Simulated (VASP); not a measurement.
# Ca11NbO12 (a cell with a defect) in VASP: further runs

Ca11NbO12 (a cell with a defect) is run at these levels: HSE06, PBEsol; tasks: single point, relaxation of the atoms.

Program: VASP 6.6.1. These are calculated values, not measurements. Logs are shortened: lines on timing, memory, paths and dates and some standing lists are left out, and cuts for length are marked.

## Step 1: The cell of the first run

The cell holds a defect, 24 atoms: a = 6.742 Å, b = 6.742 Å, c = 10.114 Å, α = 60.00°, β = 60.00°, γ = 60.00°.

## Step 2: Single point, HSE06

Input file POSCAR:

```
Ca11NbO12
1.0
    0.0000000000      4.7676000000      4.7676000000
    4.7676000000      0.0000000000      4.7676000000
    7.1514000000      7.1514000000      0.0000000000
O Ca Nb
12 11 1
Direct
    0.7139350000      0.2846540000      0.1909050000
    0.2851860000      0.7164950000      0.4760310000
    0.7578310000      0.2423190000      0.8334640000
    0.2836800000      0.7148870000      0.1909190000
    0.7155470000      0.2861580000      0.4760520000
    0.2412860000      0.7588360000      0.8334140000
    0.2859920000      0.2869260000      0.4743140000
    0.7132110000      0.7142400000      0.1926060000
    0.7567460000      0.7577670000      0.8255460000
    0.2494360000      0.2504450000      0.1688430000
    0.2422860000      0.2433440000      0.8414040000
    0.7497500000      0.7506800000      0.4980370000
    0.0062470000      0.0073360000      0.9877340000
    0.9927100000      0.9937980000      0.6791750000
    0.9995260000      0.0005980000      0.3334690000
    0.4991470000      0.5002580000      0.9973720000
    0.4998880000      0.5009350000      0.6695480000
    0.0010920000      0.4979750000      0.9997020000
    0.4995810000      0.0005780000      0.3334590000
    0.9979640000      0.5031430000      0.6672410000
    0.4969200000      0.0022010000      0.9997100000
    0.9995370000      0.5005770000      0.3334590000
    0.5021670000      0.9989530000      0.6672350000
    0.4995060000      0.5005740000      0.3334760000
```

Input file INCAR.step1:

```
SYSTEM = Ca11NbO12
ALGO = Normal ; EDIFF = 1E-5
ENCUT = 520 ; GGA = PE
GGA_COMPAT = .False. ; ISIF = 2
ISMEAR = -1 ; ISYM = 0
LASPH = .True. ; LREAL = .False.
LWAVE = .True. ; NBANDS = 116
NELECT = 192.0 ; NELM = 120
PREC = Accurate ; SIGMA = 0.05
```

Input file INCAR.step2:

```
SYSTEM = Ca11NbO12
ALGO = Normal ; EDIFF = 1E-6
ENCUT = 520 ; GGA = PE
GGA_COMPAT = .False. ; HFSCREEN = 0.2079
ISIF = 2 ; ISMEAR = -1
ISTART = 1 ; ISYM = 0
LASPH = .True. ; LCHARG = .True.
LELF = .True. ; LHFCALC = .True.
LREAL = .False. ; LVHAR = .True.
LWAVE = .False. ; NBANDS = 116
NELECT = 192.0 ; NELM = 120
PREC = Accurate ; PRECFOCK = Fast
SIGMA = 0.05
```

Input file KPOINTS:

```
Automatic mesh
0
Gamma
  1 1 1
  0.25 0.25 0.25
```

Potentials or basis: VASP PAW PBE potentials, release 64 (O, Ca_sv, Nb_sv).

Run with:

```console
$ cat potpaw_PBE.64/O/POTCAR potpaw_PBE.64/Ca_sv/POTCAR potpaw_PBE.64/Nb_sv/POTCAR > POTCAR
$ cp INCAR.step1 INCAR
$ mpirun -np 1 vasp_std > vasp.out
$ cp INCAR.step2 INCAR
$ mpirun -np 1 vasp_std > vasp.out
```

OUTCAR:

```text
SYSTEM = Ca11NbO12
   EDIFF = 1E-6
   ENCUT = 520
   GGA = PE
   HFSCREEN = 0.2079
   ISIF = 2
   ISMEAR = -1
   ISTART = 1
   ISYM = 0
   LASPH = .True.
   LHFCALC = .True.
   LREAL = .False.
   NELECT = 192.0
   NELM = 120
   PREC = Accurate
   PRECFOCK = Fast

 ion  position               nearest neighbor table
   1  0.714  0.285  0.191-  24 2.05  19 2.40  15 2.40  18 2.41  16 2.43
   2  0.285  0.716  0.476-  24 2.05  19 2.40  15 2.40  20 2.41  17 2.43
   3  0.758  0.242  0.833-  13 2.29  14 2.29  20 2.39  21 2.39  16 2.40  17 2.40
   4  0.284  0.715  0.191-  24 2.05  22 2.40  15 2.41  21 2.41  16 2.43
   5  0.716  0.286  0.476-  24 2.05  22 2.40  15 2.40  23 2.41  17 2.43
   6  0.241  0.759  0.833-  14 2.29  13 2.29  23 2.39  18 2.39  17 2.40  16 2.40
   7  0.286  0.287  0.474-  24 2.04  19 2.40  22 2.40  23 2.43  20 2.43
   8  0.713  0.714  0.193-  24 2.04  22 2.40  19 2.40  18 2.43  21 2.43
   9  0.757  0.758  0.826-  14 2.25  23 2.35  20 2.35  18 2.41  21 2.41  16 2.46
  10  0.249  0.250  0.169-  22 2.37  19 2.37  16 2.38  15 2.38  21 2.39  18 2.39
  11  0.242  0.243  0.841-  13 2.25  18 2.35  21 2.35  20 2.41  23 2.41  17 2.46
  12  0.750  0.751  0.498-  22 2.37  19 2.37  15 2.38  17 2.38  20 2.39  23 2.39
  13  0.006  0.007  0.988-  11 2.25   3 2.29   6 2.29
  14  0.993  0.994  0.679-   9 2.25   6 2.29   3 2.29
  15  1.000  0.001  0.333-  12 2.38  10 2.38   5 2.40   1 2.40   2 2.40   4 2.41
  16  0.499  0.500  0.997-  10 2.38   6 2.40   3 2.40   4 2.43   1 2.43   9 2.46
  17  0.500  0.501  0.670-  12 2.38   6 2.40   3 2.40   2 2.43   5 2.43  11 2.46
  18  0.001  0.498  1.000-  11 2.35   6 2.39  10 2.39   9 2.41   1 2.41   8 2.43
  19  0.500  0.001  0.333-  12 2.37  10 2.37   8 2.40   7 2.40   1 2.40   2 2.40
  20  0.998  0.503  0.667-   9 2.35   3 2.39  12 2.39  11 2.41   2 2.41   7 2.43
  21  0.497  0.002  1.000-  11 2.35   3 2.39  10 2.39   9 2.41   4 2.41   8 2.43
  22  1.000  0.501  0.333-  12 2.37  10 2.37   8 2.40   7 2.40   5 2.40   4 2.40
  23  0.502  0.999  0.667-   9 2.35   6 2.39  12 2.39  11 2.41   5 2.41   7 2.43
  24  0.500  0.501  0.333-   7 2.04   8 2.04   4 2.05   2 2.05   1 2.05   5 2.05

IMPORTANT INFORMATION: All symmetrisations will be switched off!
NOSYMM: (Re-)initialisation of all symmetry stuff for point group C_1.

----------------------------------------------------------------------------------------

                                     Primitive cell

  volume of cell :     325.1028

  direct lattice vectors                    reciprocal lattice vectors
     0.000000000  4.767600000  4.767600000    -0.104874570  0.104874570  0.104874570
     4.767600000  0.000000000  4.767600000     0.104874570 -0.104874570  0.104874570
     7.151400000  7.151400000  0.000000000     0.069916380  0.069916380 -0.069916380

  length of vectors
     6.742404580  6.742404580 10.113606870     0.181648084  0.181648084  0.121098722

  position of ions in fractional coordinates (direct lattice)
     0.713935000  0.284654000  0.190905000
     0.285186000  0.716495000  0.476031000
     0.757831000  0.242319000  0.833464000
     0.283680000  0.714887000  0.190919000
     0.715547000  0.286158000  0.476052000
     0.241286000  0.758836000  0.833414000
[... 16 lines left out ...]
     0.502167000  0.998953000  0.667235000
     0.499506000  0.500574000  0.333476000

  ion indices of the primitive-cell ions
   primitive index   ion index
                 1           1
                 2           2
                 3           3
                 4           4
                 5           5
                 6           6
[... 16 lines left out ...]
                23          23
                24          24

----------------------------------------------------------------------------------------

 KPOINTS: Automatic mesh

Automatic generation of k-mesh.
 Grid dimensions read from file:
 generate k-points for:    1    1    1

 Generating k-lattice:

  Cartesian coordinates                     Fractional coordinates (reciprocal lattice)
    -0.104874570  0.104874570  0.104874570     1.000000000  0.000000000  0.000000000
     0.104874570 -0.104874570  0.104874570     0.000000000  1.000000000  0.000000000
     0.069916380  0.069916380 -0.069916380     0.000000000  0.000000000  1.000000000

  Length of vectors
     0.181648084  0.181648084  0.121098722

  Shift w.r.t. Gamma in fractional coordinates (k-lattice)
     0.250000000  0.250000000  0.250000000

 Subroutine IBZKPT returns following result:
 ===========================================

 Found      1 irreducible k-points:

 Following reciprocal coordinates:
            Coordinates               Weight
  0.250000  0.250000  0.250000      2.000000
   k-points           NKPTS =      1   k-points in BZ     NKDIM =      2   number of bands    NBANDS=    116
   number of dos      NEDOS =    301   number of ions     NIONS =     24
   total plane-waves  NPLWV = 200000
   dimension x,y,z NGX =    50 NGY =   50 NGZ =   80
   dimension x,y,z NGXF=   100 NGYF=  100 NGZF=  160
   ions per type =              12  11   1
   NGX,Y,Z   is equivalent  to a cutoff of  12.33, 12.33, 13.15 a.u.
   NGXF,Y,Z  is equivalent  to a cutoff of  24.66, 24.66, 26.30 a.u.
 SYSTEM =  Ca11NbO12
   PREC   = accura    normal or accurate (medium, high low for compatibility)
   ISTART =      1    job   : 0-new  1-cont  2-samecut
   ICHARG =      0    charge: 1-file 2-atom 10-const
   ISPIN  =      1    spin polarized calculation?
   LNONCOLLINEAR =      F non collinear calculations
   LSORBIT =      F    spin-orbit coupling
   LASPH  =      T    aspherical Exc in radial PAW
   ENCUT  =  520.0 eV  38.22 Ry    6.18 a.u.  12.54 12.54 18.80*2*pi/ulx,y,z
   NELM   =    120;   NELMIN=  2; NELMDL=  0     # of ELM steps
   EDIFF  = 0.1E-05   stopping-criterion for ELM
   LREAL  =      F    real-space projection
   EDIFFG = 0.1E-04   stopping-criterion for IOM
   NSW    =      0    number of steps for IOM
   IBRION =     -1    ionic relax: 0-MD 1-quasi-New 2-CG
   NFREE  =      0    steps in history (QN), initial steepest desc. (CG)
   ISIF   =      2    stress and relaxation
   ISYM   =      0    0-nonsym 1-usesym 2-fastsym
   POTIM  = 0.5000    time-step for ionic-motion
   TEBEG  =    0.0;   TEEND  =   0.0 temperature during run
   PSTRESS=    0.0 pullay stress
   NELECT =     192.0000    total number of electrons
   NUPDOWN=      -1.0000    fix difference up-down
   EMIN   =  10.00;   EMAX   =-10.00  energy-range for DOS
   EFERMI =   0.00;   METHOD = LEGACY
   ISMEAR =    -1;   SIGMA  =   0.05  broadening in eV -4-tet -1-fermi 0-gaus
   EFERMI_NEDOS =   21; number of points for ismear=-14 and -15
   IALGO  =     38    algorithm
   IMIX   =      1    mixing-type and parameters
     AMIX     =   0.40;   BMIX     =  1.00
     AMIX_MAG =   1.60;   BMIX_MAG =  1.00
  volume/ion in A,a.u.               =      13.55        91.41
  Fermi-wavevector in a.u.,A,eV,Ry     =   1.373520  2.595577 25.668172  1.886557
  Thomas-Fermi vector in A             =   2.499030
   LORBIT       =      0    0 simple, 1 ext, 2 COOP (PROOUT), +10 PAW based schemes
   GGA     = PE    functional components
   LHFCALC =     T    Hartree Fock is set to
   PRECFOCK=fast      Normal, Fast or Accurate (Low or Medium for compatibility)
   ENCUT4O =  -1.0   cutoff for four orbital integrals eV
   NKREDX  =     1    reduce k-point grid by
   NKREDY  =     1    reduce k-point grid by
   NKREDZ  =     1    reduce k-point grid by
   AEXX    =    0.2500 exact exchange contribution
   HFSCREEN=    0.2079 screening length (either q_TF or 0.3 A-1)
   HFSCREENC=   0.2079 screening length for correlation (either q_TF or 0.3 A-1)
   ENCUTFOCK=  -1.0 apply spherical cutoff to Coloumb kernel
   IVDW    =     0    specifies the selected vdW correction
   LEPSILON=     F    determine dielectric tensor
   LRPA    =     F    only Hartree local field effects (RPA)
 non-spin polarized calculation
  energy-cutoff  :      520.00
  volume of cell :      325.10
 maximum number of plane-waves:      8768
 NGX is ok and might be reduce to    50
  NGX = 28; NGY = 28; NGZ = 40

 number of electron     192.0000004 magnetization

 Free energy of the ion-electron system (eV)
  ---------------------------------------------------
  ext. energy  EPLUGINS =         0.00000000
  ---------------------------------------------------
  free energy    TOTEN  =      -202.99295574 eV

  energy without entropy =     -202.99295574  energy(sigma->0) =     -202.99295574

 E-fermi :   3.1269     XC(G=0):  -8.6315

 val. band max:        1.7740757280   @ k =   0.2500   0.2500   0.2500
 cond. band min:       6.5190483333   @ k =   0.2500   0.2500   0.2500
 fundamental gap:      4.7449726053
 Fermi energy:         3.1268684742

 k-point     1 :       0.2500    0.2500    0.2500
  band No.  band energies     occupation
      1     -56.3894      2.00000
      2     -38.6512      2.00000
      3     -38.6185      2.00000
      4     -38.1028      2.00000
      5     -38.0182      2.00000
      6     -37.9762      2.00000
[... 100 lines left out ...]
    107       9.6924      0.00000
    108       9.8364      0.00000
 [bands above 108 left out]

------------------------ aborting loop because EDIFF is reached ----------------------------------------

  FORCE on cell =-STRESS in cart. coord.  units (eV):
  Direction    XX          YY          ZZ          XY          YZ          ZX
  --------------------------------------------------------------------------------------
  -------------------------------------------------------------------------------------
  Total      -20.4857159    -20.4868716    -20.1671779     -1.1793577      0.5088757      0.5060398
  in kB     -100.9580699   -100.9637655    -99.3882453     -5.8121314      2.5078504      2.4938743
  external PRESSURE =    -100.4366936 kB  Pullay stress =       0.0000000 kB

 VOLUME and BASIS-vectors are now :
 -----------------------------------------------------------------------------
  energy-cutoff  :      520.00
  volume of cell :      325.10
      direct lattice vectors                 reciprocal lattice vectors
     0.000000000  4.767600000  4.767600000    -0.104874570  0.104874570  0.104874570
     4.767600000  0.000000000  4.767600000     0.104874570 -0.104874570  0.104874570
     7.151400000  7.151400000  0.000000000     0.069916380  0.069916380 -0.069916380

 POSITION                                       TOTAL-FORCE (eV/Angst)
 -----------------------------------------------------------------------------------
      2.72235      4.76899      4.76087         0.272273      0.014714      0.002992
      6.82025      4.76394      4.77561        -0.272883     -0.015468     -0.004072
      7.11571      9.57347      4.76832         0.006040     -0.008227     -0.001832
      4.77363      2.71781      4.76077         0.016446      0.271593      0.004062
      4.76873      6.81588      4.77573        -0.015185     -0.274430     -0.004852
      9.57790      7.11043      4.76818        -0.004440      0.007134     -0.000482
[... 16 lines left out ...]
      9.53427      7.16580      7.15674         0.001731      0.017889     -0.038071
      4.77136      4.76627      4.76798        -0.000435      0.002546      0.004227
 -----------------------------------------------------------------------------------
    total drift:                               -0.000285     -0.000250     -0.000301

  FREE ENERGIE OF THE ION-ELECTRON SYSTEM (eV)
  ---------------------------------------------------
  free  energy   TOTEN  =      -202.9929557381 eV

  energy  without entropy=     -202.9929557381  energy(sigma->0) =     -202.99295574
```

It took 24 min on 1 thread of Intel Xeon Platinum 8375C at 2.90GHz (Ice Lake), shared host; peak memory 0.67 GiB.

Results:

```yaml
Free_energy: -202.9930 eV
Largest_force: 0.281 eV/Å
```

Forces in eV/Å, atoms in the order of the input:
```
O    0.272  0.015  0.003
O   -0.273 -0.015 -0.004
O    0.006 -0.008 -0.002
O    0.016  0.272  0.004
O   -0.015 -0.274 -0.005
O   -0.004  0.007  0.000
O    0.015  0.012  0.279
O   -0.014 -0.014 -0.280
O    0.022  0.021 -0.031
O    0.013  0.013 -0.015
O   -0.023 -0.021  0.032
O   -0.010 -0.013  0.015
Ca   0.045  0.047 -0.071
Ca  -0.045 -0.045  0.074
Ca  -0.001  0.001  0.001
Ca  -0.039 -0.037  0.033
Ca   0.037  0.039 -0.033
Ca  -0.019  0.000  0.038
Ca  -0.001  0.000 -0.001
Ca   0.019  0.001 -0.038
Ca  -0.002 -0.019  0.037
Ca   0.000  0.000 -0.001
Ca   0.002  0.018 -0.038
Nb   0.000  0.003  0.004
```

Levels at points of the mesh, in eV from the Fermi level:
```csv
k point,band 94,band 95,band 96,band 97,band 98,band 99
"(0.25, 0.25, 0.25)",-1.56,-1.36,-1.35,3.39,3.61,3.72
```

Caveat: the k points lie up to 1.14 Å⁻¹ apart, too coarse for converged energies, forces and pressures; the cell carries a net charge on a neutralising background, which shifts energy and pressure; the cell is charged against a uniform background, so pressure and absolute levels hang on convention; the PAW data sets were made with another functional, which shifts forces and pressure a little.

(Continued in part 2 of 2.)
